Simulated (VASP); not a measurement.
# CaGeS3O12 (R3c) in VASP: electric field gradients with PBE

Aim: the electric field gradients of CaGeS3O12 with PBE.

Everything below comes from runs of VASP 6.6.1. Logs are shortened: lines on timing, memory, paths and dates and some standing lists are left out, and cuts for length are marked.

## Step 1: The cell of the first run

The structure is trigonal, space group R3c (No. 161). The conventional cell has a = 8.874 Å, b = 8.874 Å, c = 21.486 Å, α = 90.00°, β = 90.00°, γ = 120.00°. Within 2.9 Å of Ca (site symmetry 3) lie 6 O at 2.23 to 2.24 Å. Ge (site symmetry 3) has 6 O at 1.95 to 1.97 Å within 2.6 Å. Within 1.9 Å of S (site symmetry 1) lie 4 O at 1.43 to 1.54 Å. Within 1.9 Å of O (site symmetry 1) lie 1 S at 1.43 Å. Within 2.1 Å of O (site symmetry 1) lie 1 S at 1.54 Å and 1 Ge at 1.97 Å. O (site symmetry 1) has 1 S at 1.44 Å within 1.9 Å. Within 2.0 Å of O (site symmetry 1) lie 1 S at 1.52 Å and 1 Ge at 1.95 Å.

## Step 2: Electric field gradients, PBE

INCAR

```
SYSTEM = CaGeS3O12
PREC = Accurate
ENCUT = 520
EDIFF = 1E-8
ISMEAR = -1
SIGMA = 0.02
LREAL = Auto
LASPH = .True.
NELM = 60
ALGO = Normal
ISIF = 2
LWAVE = .False.
LCHARG = .False.
GGA = PE
LEFG = .True.
NBANDS = 137
```

KPOINTS

```
regular mesh
0
Gamma
  3 3 3
  0 0 0
```

POSCAR

```
CaGeS3O12
1.0
    4.4368653857      2.5616254248      7.1621087700
   -4.4368653857      2.5616254248      7.1621087700
    0.0000000000     -5.1232508496      7.1621087700
Ca Ge S O
2 2 6 24
Direct
    0.3727130300      0.3727130300      0.3727130300
    0.8727130300      0.8727130300      0.8727130300
    0.6475338400      0.6475338400      0.6475338400
    0.1475338400      0.1475338400      0.1475338400
    0.5088486300      0.9459543000      0.2968485700
    0.9459543000      0.2968485700      0.5088486300
    0.2968485700      0.5088486300      0.9459543000
    0.0088486300      0.7968485700      0.4459543000
    0.7968485700      0.4459543000      0.0088486300
    0.4459543000      0.0088486300      0.7968485700
    0.4900127000      0.1066095600      0.3177520900
    0.1066095600      0.3177520900      0.4900127000
    0.3177520900      0.4900127000      0.1066095600
    0.9900127000      0.8177520900      0.6066095600
    0.8177520900      0.6066095600      0.9900127000
    0.6066095600      0.9900127000      0.8177520900
    0.4730800100      0.8353115900      0.7709413700
    0.8353115900      0.7709413700      0.4730800100
    0.7709413700      0.4730800100      0.8353115900
    0.9730800100      0.2709413700      0.3353115900
    0.2709413700      0.3353115900      0.9730800100
    0.3353115900      0.9730800100      0.2709413700
    0.3955511400      0.1727458400      0.6485349100
    0.1727458400      0.6485349100      0.3955511400
    0.6485349100      0.3955511400      0.1727458400
    0.8955511400      0.1485349100      0.6727458400
    0.1485349100      0.6727458400      0.8955511400
    0.6727458400      0.8955511400      0.1485349100
    0.5106727600      0.7821014300      0.4747882200
    0.7821014300      0.4747882200      0.5106727600
    0.4747882200      0.5106727600      0.7821014300
    0.0106727600      0.9747882200      0.2821014300
    0.9747882200      0.2821014300      0.0106727600
    0.2821014300      0.0106727600      0.9747882200
```

Potentials or basis: VASP PAW PBE potentials, release 64 (Ca_sv, Ge_d, S, O).

Run with:

```
cat potpaw_PBE.64/Ca_sv/POTCAR potpaw_PBE.64/Ge_d/POTCAR potpaw_PBE.64/S/POTCAR potpaw_PBE.64/O/POTCAR > POTCAR
mpirun -np 1 vasp_std > vasp.out
```

OUTCAR:

```text
SYSTEM = CaGeS3O12
   PREC = Accurate
   ENCUT = 520
   EDIFF = 1E-8
   ISMEAR = -1
   LREAL = Auto
   LASPH = .True.
   NELM = 60
   ISIF = 2
   GGA = PE

 ion  position               nearest neighbor table
   1  0.373  0.373  0.373-  24 2.23  25 2.23  23 2.23  11 2.24  12 2.24  13 2.24
   2  0.873  0.873  0.873-  27 2.23  26 2.23  28 2.23  16 2.24  15 2.24  14 2.24
   3  0.648  0.648  0.648-  30 1.95  29 1.95  31 1.95  17 1.97  19 1.97  18 1.97
   4  0.148  0.148  0.148-  33 1.95  34 1.95  32 1.95  22 1.97  20 1.97  21 1.97
   5  0.509  0.946  0.297-  11 1.43  28 1.44  29 1.52  22 1.54
   6  0.946  0.297  0.509-  12 1.43  26 1.44  30 1.52  20 1.54
   7  0.297  0.509  0.946-  13 1.43  27 1.44  31 1.52  21 1.54
   8  0.009  0.797  0.446-  14 1.43  24 1.44  32 1.52  18 1.54
   9  0.797  0.446  0.009-  15 1.43  25 1.44  33 1.52  19 1.54
  10  0.446  0.009  0.797-  16 1.43  23 1.44  34 1.52  17 1.54
  11  0.490  0.107  0.318-   5 1.43   1 2.24
  12  0.107  0.318  0.490-   6 1.43   1 2.24
  13  0.318  0.490  0.107-   7 1.43   1 2.24
  14  0.990  0.818  0.607-   8 1.43   2 2.24
  15  0.818  0.607  0.990-   9 1.43   2 2.24
  16  0.607  0.990  0.818-  10 1.43   2 2.24
[... 16 lines left out ...]
  33  0.975  0.282  0.011-   9 1.52   4 1.95
  34  0.282  0.011  0.975-  10 1.52   4 1.95

  LATTYP: Found a trigonal (rhomboedric) cell.
 ALAT       =     8.8058787921
 COS(alpha) =     0.4922650094

  Lattice vectors:

 A1 = (   4.4368653857,   2.5616254248,   7.1621087700)
 A2 = (  -4.4368653857,   2.5616254248,   7.1621087700)
 A3 = (   0.0000000000,  -5.1232508496,   7.1621087700)

Analysis of symmetry for initial positions (statically):
=====================================================================
 Subroutine PRICEL returns:
 Original cell was already a primitive cell.

 Routine SETGRP: Setting up the symmetry group for a
 trigonal (rhombohedral) supercell.

 Subroutine GETGRP returns: Found  6 space group operations
 (whereof  3 operations were pure point group operations)
 out of a pool of 12 trial point group operations.

The static configuration has the point symmetry C_3 .
 The point group associated with its full space group is C_3v.

Analysis of symmetry for dynamics (positions and initial velocities):
=====================================================================
 Subroutine PRICEL returns:
 Original cell was already a primitive cell.

 Routine SETGRP: Setting up the symmetry group for a
 trigonal (rhombohedral) supercell.

 Subroutine GETGRP returns: Found  6 space group operations
 (whereof  3 operations were pure point group operations)
 out of a pool of 12 trial point group operations.

The dynamic configuration has the point symmetry C_3 .
 The point group associated with its full space group is C_3v.

 Subroutine INISYM returns: Found  6 space group operations
 (whereof  3 operations are pure point group operations),
 and found     1 'primitive' translations

----------------------------------------------------------------------------------------

                                     Primitive cell

  volume of cell :     488.4094

  direct lattice vectors                    reciprocal lattice vectors
     4.436865386  2.561625425  7.162108770     0.112692173  0.065062856  0.046541227
    -4.436865386  2.561625425  7.162108770    -0.112692173  0.065062856  0.046541227
     0.000000000 -5.123250850  7.162108770     0.000000000 -0.130125712  0.046541227

  length of vectors
     8.805878792  8.805878792  8.805878792     0.138198361  0.138198361  0.138198361

  position of ions in fractional coordinates (direct lattice)
     0.372713030  0.372713030  0.372713030
     0.872713030  0.872713030  0.872713030
     0.647533840  0.647533840  0.647533840
     0.147533840  0.147533840  0.147533840
     0.508848630  0.945954300  0.296848570
     0.945954300  0.296848570  0.508848630
[... 26 lines left out ...]
     0.974788220  0.282101430  0.010672760
     0.282101430  0.010672760  0.974788220

  ion indices of the primitive-cell ions
   primitive index   ion index
[... 88 lines left out ...]
   LREAL  =      T    real-space projection
   EDIFFG = 0.1E-06   stopping-criterion for IOM
   NSW    =      0    number of steps for IOM
   IBRION =     -1    ionic relax: 0-MD 1-quasi-New 2-CG
   NFREE  =      0    steps in history (QN), initial steepest desc. (CG)
   ISIF   =      2    stress and relaxation
   ISYM   =      2    0-nonsym 1-usesym 2-fastsym
   POTIM  = 0.5000    time-step for ionic-motion
   TEBEG  =    0.0;   TEEND  =   0.0 temperature during run
   PSTRESS=    0.0 pullay stress
   NELECT =     228.0000    total number of electrons
   NUPDOWN=      -1.0000    fix difference up-down
   EMIN   =  10.00;   EMAX   =-10.00  energy-range for DOS
   EFERMI =   0.00;   METHOD = LEGACY
   ISMEAR =    -1;   SIGMA  =   0.02  broadening in eV -4-tet -1-fermi 0-gaus
   EFERMI_NEDOS =   21; number of points for ismear=-14 and -15
   IALGO  =     38    algorithm
   IMIX   =      4    mixing-type and parameters
     AMIX     =   0.40;   BMIX     =  1.00
     AMIX_MAG =   1.60;   BMIX_MAG =  1.00
  volume/ion in A,a.u.               =      14.36        96.94
  Fermi-wavevector in a.u.,A,eV,Ry     =   1.269965  2.399886 21.943629  1.612811
  Thomas-Fermi vector in A             =   2.402978
   LORBIT       =      0    0 simple, 1 ext, 2 COOP (PROOUT), +10 PAW based schemes
   GGA     = PE    functional components
[... 5 lines left out ...]
 non-spin polarized calculation
  energy-cutoff  :      520.00
  volume of cell :      488.41
 maximum number of plane-waves:     13215
 NGX is ok and might be reduce to    70
   NGX = 33   NGY = 33   NGZ = 33

 number of electron     228.0000007 magnetization

 Free energy of the ion-electron system (eV)
  ---------------------------------------------------
  ext. energy  EPLUGINS =         0.00000000
  ---------------------------------------------------
  free energy    TOTEN  =      -210.14220846 eV

  energy without entropy =     -210.14220846  energy(sigma->0) =     -210.14220846

 E-fermi :   0.6025     XC(G=0):  -8.6889

 val. band max:       -0.0117589641   @ k =   0.0000   0.0000   0.0000
 cond. band min:       1.4512958280   @ k =   0.0000   0.0000   0.0000
 fundamental gap:      1.4630547922
 Fermi energy:         0.6024772833

 k-point     1 :       0.0000    0.0000    0.0000
  band No.  band energies     occupation
      1     -37.0060      2.00000
      2     -37.0060      2.00000
      3     -25.0267      2.00000
      4     -25.0267      2.00000
      5     -25.0079      2.00000
      6     -25.0079      2.00000
[... 763 lines left out ...]
    125       7.8276      0.00000
    126       7.9229      0.00000
 [bands above 126 left out]

------------------------ aborting loop because EDIFF is reached ----------------------------------------

  FORCE on cell =-STRESS in cart. coord.  units (eV):
  Direction    XX          YY          ZZ          XY          YZ          ZX
  --------------------------------------------------------------------------------------
  -------------------------------------------------------------------------------------
  Total        3.0445173      3.0445173      2.9478690      0.0000000      0.0000000      0.0000000
  in kB        9.9872285      9.9872285      9.6701837      0.0000000      0.0000000      0.0000000
  external PRESSURE =       9.8815469 kB  Pullay stress =       0.0000000 kB

 VOLUME and BASIS-vectors are now :
 -----------------------------------------------------------------------------
  energy-cutoff  :      520.00
  volume of cell :      488.41
      direct lattice vectors                 reciprocal lattice vectors
     4.436865386  2.561625425  7.162108770     0.112692173  0.065062856  0.046541227
    -4.436865386  2.561625425  7.162108770    -0.112692173  0.065062856  0.046541227
     0.000000000 -5.123250850  7.162108770     0.000000000 -0.130125712  0.046541227

 POSITION                                       TOTAL-FORCE (eV/Angst)
 -----------------------------------------------------------------------------------
      0.00000      0.00000      8.00823        -0.000000      0.000000      0.189949
      0.00000      0.00000     18.75140        -0.000000      0.000000      0.189949
      0.00000      0.00000     13.91312        -0.000000      0.000000     -0.081985
      0.00000      0.00000      3.16996        -0.000000      0.000000     -0.081985
     -1.93938      2.20583     12.54552        -0.222751     -0.131850      0.025537
      2.87999      0.57664     12.54552        -0.002810      0.258833      0.025537
[... 26 lines left out ...]
      3.07336      3.16500      9.07842         0.380515      0.206433     -0.028192
      1.20429     -4.24411      9.07842        -0.011481     -0.432752     -0.028192
 -----------------------------------------------------------------------------------
    total drift:                               -0.000000     -0.000000     -0.024990

  FREE ENERGIE OF THE ION-ELECTRON SYSTEM (eV)
  ---------------------------------------------------
  free  energy   TOTEN  =      -210.1422084611 eV

  energy  without entropy=     -210.1422084611  energy(sigma->0) =     -210.14220846

 Electric field gradients (V/A^2)
---------------------------------------------------------------------
 ion       V_xx      V_yy      V_zz      V_xy      V_xz      V_yz
---------------------------------------------------------------------
   1     -15.158   -15.158    30.316    -0.000    -0.000     0.000
   2     -15.158   -15.158    30.316    -0.000     0.000     0.000
   3      -0.551    -0.551     1.101    -0.000    -0.000    -0.000
   4      -0.551    -0.551     1.101     0.000     0.000    -0.000
   5     -11.759     8.395     3.364   -18.303    37.764    10.846
   6      19.208   -22.571     3.364     0.425    -9.489   -38.128
[... 26 lines left out ...]
  33     140.488  -102.902   -37.586   -21.285    66.396   -42.418
  34     -23.622    61.207   -37.586   116.033   -69.933   -36.292
---------------------------------------------------------------------

 Electric field gradients after diagonalization (V/A^2)
 (convention: |V_zz| > |V_xx| > |V_yy|)
----------------------------------------------------------------------
 ion       V_xx      V_yy      V_zz     asymmetry (V_yy - V_xx)/ V_zz
----------------------------------------------------------------------
   1     -15.158   -15.158    30.316       0.000
   2     -15.158   -15.158    30.316       0.000
   3      -0.551    -0.551     1.101       0.000
   4      -0.551    -0.551     1.101       0.000
   5      34.815    15.452   -50.267       0.385
   6      34.815    15.452   -50.267       0.385
[... 26 lines left out ...]
  33    -124.251   -42.522   166.774       0.490
  34    -124.251   -42.522   166.774       0.490
----------------------------------------------------------------------

           NMR quadrupolar parameters

 Cq : quadrupolar parameter    Cq=e*Q*V_zz/h
 eta: asymmetry parameters     (V_yy - V_xx)/ V_zz
 Q  : nuclear electric quadrupole moment in mb (millibarn)
----------------------------------------------------------------------
 ion       Cq(MHz)       eta       Q (mb)
----------------------------------------------------------------------
   1       0.073       0.000       1.000
   2       0.073       0.000       1.000
   3       0.003       0.000       1.000
   4       0.003       0.000       1.000
   5      -0.122       0.385       1.000
   6      -0.122       0.385       1.000
[... 26 lines left out ...]
  33       0.403       0.490       1.000
  34       0.403       0.490       1.000
----------------------------------------------------------------------
```

Run time: 24 min. Hardware: 1 thread of Intel Xeon Platinum 8259CL at 2.50GHz (Skylake/Cascade Lake), shared host; peak memory 0.85 GiB.

What came out:

| Quantity | Value |
| --- | --- |
| Free energy | -210.1422 eV |
| Pressure | 1.0 GPa |
| Largest force | 0.434 eV/Å |
| Band gap on the k mesh | 1.46 eV |
| Largest electric field gradient by atom | Ca +30.3; Ge +1.1; S -50.3; O +124.0, +175.7, +126.1, +166.8 (each value once) V/Å² |

Forces in eV/Å, atoms in the order of the input:
```
Ca   0.000  0.000  0.190
Ca   0.000  0.000  0.190
Ge   0.000  0.000 -0.082
Ge   0.000  0.000 -0.082
S   -0.223 -0.132  0.026
S   -0.003  0.259  0.026
S    0.226 -0.127  0.026
S   -0.226 -0.127  0.026
S    0.003  0.259  0.026
S    0.223 -0.132  0.026
O   -0.149 -0.035  0.218
O    0.044  0.146  0.218
O    0.105 -0.112  0.218
O   -0.105 -0.112  0.218
O   -0.044  0.146  0.218
O    0.149 -0.035  0.218
O    0.225 -0.154 -0.126
O   -0.246 -0.117 -0.126
O    0.021  0.272 -0.126
O   -0.021  0.272 -0.126
O    0.246 -0.117 -0.126
O   -0.225 -0.154 -0.126
O   -0.286  0.145 -0.125
O    0.268  0.176 -0.125
O    0.018 -0.320 -0.125
O   -0.018 -0.320 -0.125
O   -0.268  0.176 -0.125
O    0.286  0.145 -0.125
O    0.011 -0.433 -0.028
O   -0.381  0.206 -0.028
O    0.369  0.226 -0.028
O   -0.369  0.226 -0.028
O    0.381  0.206 -0.028
O   -0.011 -0.433 -0.028
```

Levels at points of the mesh, in eV from the valence-band top:
```
           k point  band 110  band 111  band 112  band 113  band 114  band 115  band 116  band 117  band 118  band 119
(0.00, 0.00, 0.00)     -0.19     -0.19     -0.07      0.00      0.00      1.46      4.28      6.55      6.69      6.69
```

Electric field gradients, principal values (V/Å²):
```
atom    least    middle  greatest (by size)
1 Ca  -15.158   -15.158              30.316
2 Ca  -15.158   -15.158              30.316
3 Ge   -0.551    -0.551               1.101
4 Ge   -0.551    -0.551               1.101
 5 S   15.452    34.815             -50.267
 6 S   15.452    34.815             -50.267
 7 S   15.452    34.815             -50.267
 8 S   15.452    34.815             -50.267
 9 S   15.452    34.815             -50.267
10 S   15.452    34.815             -50.267
11 O  -52.270   -71.688             123.958
12 O  -52.270   -71.688             123.958
13 O  -52.270   -71.688             123.958
14 O  -52.270   -71.688             123.958
15 O  -52.270   -71.688             123.958
16 O  -52.270   -71.688             123.958
17 O  -57.524  -118.135             175.659
18 O  -57.524  -118.135             175.659
19 O  -57.524  -118.135             175.659
20 O  -57.524  -118.135             175.659
21 O  -57.524  -118.135             175.659
22 O  -57.524  -118.135             175.659
23 O  -57.054   -68.997             126.052
24 O  -57.054   -68.997             126.052
25 O  -57.054   -68.997             126.052
26 O  -57.054   -68.997             126.052
27 O  -57.054   -68.997             126.052
28 O  -57.054   -68.997             126.052
29 O  -42.522  -124.251             166.774
30 O  -42.522  -124.251             166.774
31 O  -42.522  -124.251             166.774
32 O  -42.522  -124.251             166.774
33 O  -42.522  -124.251             166.774
34 O  -42.522  -124.251             166.774
```

Caveat: without QUAD_EFG the Cq values of the log hold for a quadrupole moment of 1 mb, not for the nuclei.
